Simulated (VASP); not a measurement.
# Sr2SO (P4/mmm) in VASP: further runs

Aim: see how the results for Sr2SO move with the level of theory and the settings. Levels: LDA, PBEsol. Tasks: single point.

All numbers are computed with VASP 6.6.1; they aren't measurements. Logs are shortened: lines on timing, memory, paths and dates and some standing lists are left out, and cuts for length are marked.

### Step 1. The cell of the first run

The structure is tetragonal, space group P4/mmm (No. 123). Conventional cell: a = 4.043 Å, b = 4.043 Å, c = 5.718 Å, α = 90.00°, β = 90.00°, γ = 90.00°. Sr (site symmetry 4/mmm) has 2 O at 2.86 Å and 4 S at 2.86 Å within 3.8 Å. Sr (site symmetry 4/mmm) has 2 S at 2.86 Å and 4 O at 2.86 Å within 3.8 Å. Within 3.8 Å of S (site symmetry 4/mmm) lie 6 Sr at 2.86 Å. O (site symmetry 4/mmm) has 6 Sr at 2.86 Å within 3.8 Å.

### Step 2. Single point, LDA

File INCAR:

```
SYSTEM = Sr2SO
ALGO = Normal
EDIFF = 1E-7
ENCUT = 520
ISIF = 2
ISMEAR = -1
LASPH = .TRUE.
LCHARG = .FALSE.
LREAL = .FALSE.
LWAVE = .FALSE.
NBANDS = 24
NELM = 60
PREC = Accurate
SIGMA = 0.05
```

File KPOINTS:

```
k-points
0
G
  4 4 3
  0 0 0
```

File POSCAR:

```
Sr2SO
1.0
    4.0432370000      0.0000000000      0.0000000000
    0.0000000000      4.0432370000      0.0000000000
    0.0000000000      0.0000000000      5.7180000000
Sr S O
2 1 1
Direct
    0.5000000000      0.5000000000      0.5000000000
    0.0000000000      0.0000000000      0.0000000000
    0.0000000000      0.0000000000      0.5000000000
    0.5000000000      0.5000000000      0.0000000000
```

Potentials or basis: VASP PAW LDA potentials, release 64 (Sr_sv, S, O).

The run is started by

```
cat potpaw_LDA.64/Sr_sv/POTCAR potpaw_LDA.64/S/POTCAR potpaw_LDA.64/O/POTCAR > POTCAR
mpirun -np 1 vasp_std > vasp.out
```

OUTCAR:

```text
SYSTEM = Sr2SO
   EDIFF = 1E-7
   ENCUT = 520
   ISIF = 2
   ISMEAR = -1
   LASPH = .TRUE.
   LREAL = .FALSE.
   NELM = 60
   PREC = Accurate

 ion  position               nearest neighbor table
   1  0.500  0.500  0.500-   4 2.86   4 2.86   3 2.86   3 2.86   3 2.86   3 2.86   2 4.04   2 4.04
                             2 4.04   2 4.04   2 4.04   2 4.04   2 4.04   2 4.04
   2  0.000  0.000  0.000-   3 2.86   3 2.86   4 2.86   4 2.86   4 2.86   4 2.86   1 4.04   1 4.04
                             1 4.04   1 4.04   1 4.04   1 4.04   1 4.04   1 4.04
   3  0.000  0.000  0.500-   2 2.86   2 2.86   1 2.86   1 2.86   1 2.86   1 2.86
   4  0.500  0.500  0.000-   1 2.86   1 2.86   2 2.86   2 2.86   2 2.86   2 2.86

  LATTYP: Found a simple tetragonal cell.
 ALAT       =     4.0432370000
 C/A-ratio  =     1.4142134137

  Lattice vectors:

 A1 = (   4.0432370000,   0.0000000000,   0.0000000000)
 A2 = (   0.0000000000,   4.0432370000,   0.0000000000)
 A3 = (   0.0000000000,   0.0000000000,   5.7180000000)

Analysis of symmetry for initial positions (statically):
=====================================================================
 Subroutine PRICEL returns:
 Original cell was already a primitive cell.

 Routine SETGRP: Setting up the symmetry group for a
 simple tetragonal supercell.

 Subroutine GETGRP returns: Found 16 space group operations
 (whereof 16 operations were pure point group operations)
 out of a pool of 16 trial point group operations.

The static configuration has the point symmetry D_4h.

Analysis of symmetry for dynamics (positions and initial velocities):
=====================================================================
 Subroutine PRICEL returns:
 Original cell was already a primitive cell.

 Routine SETGRP: Setting up the symmetry group for a
 simple tetragonal supercell.

 Subroutine GETGRP returns: Found 16 space group operations
 (whereof 16 operations were pure point group operations)
 out of a pool of 16 trial point group operations.

The dynamic configuration has the point symmetry D_4h.

 Subroutine INISYM returns: Found 16 space group operations
 (whereof 16 operations are pure point group operations),
 and found     1 'primitive' translations

----------------------------------------------------------------------------------------

                                     Primitive cell

  volume of cell :      93.4765

  direct lattice vectors                    reciprocal lattice vectors
     4.043237000  0.000000000  0.000000000     0.247326585  0.000000000  0.000000000
     0.000000000  4.043237000  0.000000000     0.000000000  0.247326585  0.000000000
     0.000000000  0.000000000  5.718000000     0.000000000  0.000000000  0.174886324

  length of vectors
     4.043237000  4.043237000  5.718000000     0.247326585  0.247326585  0.174886324

  position of ions in fractional coordinates (direct lattice)
     0.500000000  0.500000000  0.500000000
     0.000000000  0.000000000  0.000000000
     0.000000000  0.000000000  0.500000000
     0.500000000  0.500000000  0.000000000

  ion indices of the primitive-cell ions
   primitive index   ion index
                 1           1
                 2           2
                 3           3
                 4           4

----------------------------------------------------------------------------------------

 KPOINTS: k-points

Automatic generation of k-mesh.
 Grid dimensions read from file:
 generate k-points for:    4    4    3

 Generating k-lattice:

  Cartesian coordinates                     Fractional coordinates (reciprocal lattice)
     0.061831646  0.000000000  0.000000000     0.250000000  0.000000000  0.000000000
     0.000000000  0.061831646  0.000000000     0.000000000  0.250000000  0.000000000
     0.000000000  0.000000000  0.058295441     0.000000000  0.000000000  0.333333333

  Length of vectors
     0.061831646  0.061831646  0.058295441

  Shift w.r.t. Gamma in fractional coordinates (k-lattice)
     0.000000000  0.000000000  0.000000000

 Subroutine IBZKPT returns following result:
 ===========================================

 Found     12 irreducible k-points:

 Following reciprocal coordinates:
            Coordinates               Weight
  0.000000  0.000000  0.000000      1.000000
  0.250000  0.000000  0.000000      4.000000
  0.500000  0.000000  0.000000      2.000000
  0.250000  0.250000  0.000000      4.000000
  0.500000  0.250000  0.000000      4.000000
  0.500000  0.500000  0.000000      1.000000
  0.000000  0.000000  0.333333      2.000000
  0.250000  0.000000  0.333333      8.000000
  0.500000  0.000000  0.333333      4.000000
  0.250000  0.250000  0.333333      8.000000
  0.500000  0.250000  0.333333      8.000000
  0.500000  0.500000  0.333333      2.000000
   k-points           NKPTS =     12   k-points in BZ     NKDIM =     12   number of bands    NBANDS=     24
   number of dos      NEDOS =    301   number of ions     NIONS =      4
   total plane-waves  NPLWV =  43200
   dimension x,y,z NGX =    30 NGY =   30 NGZ =   48
   dimension x,y,z NGXF=    60 NGYF=   60 NGZF=   96
   ions per type =               2   1   1
   NGX,Y,Z   is equivalent  to a cutoff of  12.34, 12.34, 13.96 a.u.
   NGXF,Y,Z  is equivalent  to a cutoff of  24.67, 24.67, 27.91 a.u.
 SYSTEM =  Sr2SO
   PREC   = accura    normal or accurate (medium, high low for compatibility)
   ISTART =      0    job   : 0-new  1-cont  2-samecut
   ICHARG =      2    charge: 1-file 2-atom 10-const
   ISPIN  =      1    spin polarized calculation?
   LNONCOLLINEAR =      F non collinear calculations
   LSORBIT =      F    spin-orbit coupling
   LASPH  =      T    aspherical Exc in radial PAW
   ENCUT  =  520.0 eV  38.22 Ry    6.18 a.u.   7.52  7.52 10.63*2*pi/ulx,y,z
   NELM   =     60;   NELMIN=  2; NELMDL= -5     # of ELM steps
   EDIFF  = 0.1E-06   stopping-criterion for ELM
   LREAL  =      F    real-space projection
   EDIFFG = 0.1E-05   stopping-criterion for IOM
   NSW    =      0    number of steps for IOM
   IBRION =     -1    ionic relax: 0-MD 1-quasi-New 2-CG
   NFREE  =      0    steps in history (QN), initial steepest desc. (CG)
   ISIF   =      2    stress and relaxation
   ISYM   =      2    0-nonsym 1-usesym 2-fastsym
   POTIM  = 0.5000    time-step for ionic-motion
   TEBEG  =    0.0;   TEEND  =   0.0 temperature during run
   PSTRESS=    0.0 pullay stress
   NELECT =      32.0000    total number of electrons
   NUPDOWN=      -1.0000    fix difference up-down
   EMIN   =  10.00;   EMAX   =-10.00  energy-range for DOS
   EFERMI =   0.00;   METHOD = LEGACY
   ISMEAR =    -1;   SIGMA  =   0.05  broadening in eV -4-tet -1-fermi 0-gaus
   EFERMI_NEDOS =   21; number of points for ismear=-14 and -15
   IALGO  =     38    algorithm
   IMIX   =      4    mixing-type and parameters
     AMIX     =   0.40;   BMIX     =  1.00
     AMIX_MAG =   1.60;   BMIX_MAG =  1.00
  volume/ion in A,a.u.               =      23.37       157.70
  Fermi-wavevector in a.u.,A,eV,Ry     =   1.145225  2.164161 17.844574  1.311539
  Thomas-Fermi vector in A             =   2.281914
   LORBIT       =      0    0 simple, 1 ext, 2 COOP (PROOUT), +10 PAW based schemes
   GGA     = CA    functional components
   LHFCALC =     F    Hartree Fock is set to
   AEXX    =    0.0000 exact exchange contribution
   IVDW    =     0    specifies the selected vdW correction
   LEPSILON=     F    determine dielectric tensor
   LRPA    =     F    only Hartree local field effects (RPA)
 non-spin polarized calculation
  energy-cutoff  :      520.00
  volume of cell :       93.48
 maximum number of plane-waves:      2533
   NGX = 15   NGY = 15   NGZ = 21

 number of electron      31.9999994 magnetization

 Free energy of the ion-electron system (eV)
  ---------------------------------------------------
  ext. energy  EPLUGINS =         0.00000000
  ---------------------------------------------------
  free energy    TOTEN  =       -23.31370722 eV

  energy without entropy =      -23.31370722  energy(sigma->0) =      -23.31370722

 E-fermi :   2.6099     XC(G=0):  -9.5519

 val. band max:        1.5229146302   @ k =   0.0000   0.0000   0.0000
 cond. band min:       3.6324995325   @ k =   0.0000   0.0000   0.0000
 fundamental gap:      2.1095849023
 Fermi energy:         2.6098923370

 k-point     1 :       0.0000    0.0000    0.0000
  band No.  band energies     occupation
      1     -31.7072      2.00000
      2     -31.6324      2.00000
      3     -14.1288      2.00000
      4     -13.8649      2.00000
      5     -13.8649      2.00000
      6     -13.6643      2.00000
[... 16 lines left out ...]
     23       6.9421      0.00000
     24       8.3806      0.00000

 k-point     2 :       0.2500    0.0000    0.0000
  band No.  band energies     occupation
      1     -31.6972      2.00000
      2     -31.6296      2.00000
      3     -14.0977      2.00000
      4     -14.0726      2.00000
      5     -13.9948      2.00000
      6     -13.8256      2.00000
[... 16 lines left out ...]
     23       8.2157      0.00000
     24       8.5325      0.00000

 k-point     3 :       0.5000    0.0000    0.0000
  band No.  band energies     occupation
      1     -31.6867      2.00000
      2     -31.6272      2.00000
      3     -14.2950      2.00000
      4     -14.2381      2.00000
      5     -14.0006      2.00000
      6     -13.7784      2.00000
[... 16 lines left out ...]
     23       8.0866      0.00000
     24       8.4987      0.00000
[... 190 lines left out ...]
 k-point    11 :       0.5000    0.2500    0.3333
  band No.  band energies     occupation
      1     -31.6811      2.00000
      2     -31.6206      2.00000
      3     -14.3362      2.00000
      4     -14.2239      2.00000
      5     -13.9205      2.00000
      6     -13.8985      2.00000
[... 16 lines left out ...]
     23       9.2979      0.00000
     24       9.4677      0.00000

 k-point    12 :       0.5000    0.5000    0.3333
  band No.  band energies     occupation
      1     -31.6759      2.00000
      2     -31.6140      2.00000
      3     -14.0772      2.00000
      4     -14.0772      2.00000
      5     -14.0562      2.00000
      6     -13.8835      2.00000
[... 16 lines left out ...]
     23       8.9582      0.00000
     24      10.1933      0.00000

------------------------ aborting loop because EDIFF is reached ----------------------------------------

  FORCE on cell =-STRESS in cart. coord.  units (eV):
  Direction    XX          YY          ZZ          XY          YZ          ZX
  --------------------------------------------------------------------------------------
  -------------------------------------------------------------------------------------
  Total       -2.6317310     -2.6317310     -2.5450598      0.0000000     -0.0000000     -0.0000000
  in kB      -45.1075810    -45.1075810    -43.6220450      0.0000000     -0.0000000     -0.0000000
  external PRESSURE =     -44.6124023 kB  Pullay stress =       0.0000000 kB

 VOLUME and BASIS-vectors are now :
 -----------------------------------------------------------------------------
  energy-cutoff  :      520.00
  volume of cell :       93.48
      direct lattice vectors                 reciprocal lattice vectors
     4.043237000  0.000000000  0.000000000     0.247326585  0.000000000  0.000000000
     0.000000000  4.043237000  0.000000000     0.000000000  0.247326585  0.000000000
     0.000000000  0.000000000  5.718000000     0.000000000  0.000000000  0.174886324

 POSITION                                       TOTAL-FORCE (eV/Angst)
 -----------------------------------------------------------------------------------
      2.02162      2.02162      2.85900         0.000000      0.000000      0.000000
      0.00000      0.00000      0.00000         0.000000      0.000000      0.000000
      0.00000      0.00000      2.85900         0.000000      0.000000      0.000000
      2.02162      2.02162      0.00000         0.000000      0.000000      0.000000
 -----------------------------------------------------------------------------------
    total drift:                                0.000000      0.000000     -0.000000

  FREE ENERGIE OF THE ION-ELECTRON SYSTEM (eV)
  ---------------------------------------------------
  free  energy   TOTEN  =       -23.3137072178 eV

  energy  without entropy=      -23.3137072177  energy(sigma->0) =      -23.31370722
```

Run time: 57 s. Hardware: 1 thread of AMD EPYC 7R13, shared host; peak memory 0.15 GiB.

Results:

| Quantity | Value |
| --- | --- |
| Free energy | -23.3137 eV |
| Pressure | -4.5 GPa |
| Band gap on the k mesh | 2.11 eV |

Stress tensor (GPa, compression positive):
```
-4.51  0.00  0.00
 0.00 -4.51  0.00
 0.00  0.00 -4.36
```

Caveat: the cell stands under tension; an odd mesh through Γ misses points on the zone boundary, where band edges can lie.

### Step 3. Single point, PBEsol

File INCAR:

```
PREC     = Accurate       # precision mode
ENCUT    = 520            # plane-wave cutoff, eV
EDIFF    = 1E-6           # SCF threshold, eV
ISMEAR   = -1             # smearing method
SIGMA    = 0.05           # smearing width, eV
LREAL    = False          # projectors in reciprocal space
LASPH    = True           # aspherical terms in the spheres
NELM     = 80             # most SCF steps
ALGO     = Normal         # electronic algorithm
ISIF     = 2              # what is computed and relaxed
LWAVE    = False          # write WAVECAR
LCHARG   = False          # write CHGCAR
GGA      = PS             # functional
NBANDS   = 24             # bands
```

File KPOINTS:

```
regular mesh
0
Gamma
  4 4 3
```

POSCAR is that of step 2.

Potentials or basis: VASP PAW PBE potentials, release 64 (Sr_sv, S, O).

The run is started by

```
cat potpaw_PBE.64/Sr_sv/POTCAR potpaw_PBE.64/S/POTCAR potpaw_PBE.64/O/POTCAR > POTCAR
mpirun -np 1 vasp_std > vasp.out
```

Wall time 56 s (1 thread of AMD EPYC 7R13, shared host); peak memory 0.18 GiB.

Results (log left out):

```
Free energy            : -22.2356 eV
Pressure               : -2.4 GPa
Band gap on the k mesh : 2.12 eV
```

Stress tensor (GPa, compression positive):
```
-2.42  0.00  0.00
 0.00 -2.42  0.00
 0.00  0.00 -2.27
```

Levels at points of the mesh, in eV from the valence-band top:
| k point | band 12 | band 13 | band 14 | band 15 | band 16 | band 17 | band 18 | band 19 | band 20 | band 21 |
| --- | --- | --- | --- | --- | --- | --- | --- | --- | --- | --- |
| (0.00, 0.00, 0.00) | -0.65 | -0.65 | -0.04 | 0.00 | 0.00 | 2.12 | 2.77 | 4.56 | 4.56 | 4.90 |
| (0.50, 0.00, 0.00) | -1.71 | -1.34 | -1.23 | -0.56 | -0.45 | 4.27 | 5.27 | 5.60 | 5.76 | 5.98 |
| (0.50, 0.50, 0.00) | -1.50 | -0.84 | -0.27 | -0.27 | -0.14 | 2.31 | 2.31 | 5.42 | 6.35 | 7.10 |

Caveat: the PAW data sets were made with another functional, which shifts forces and pressure a little; an odd mesh through Γ misses points on the zone boundary, where band edges can lie.
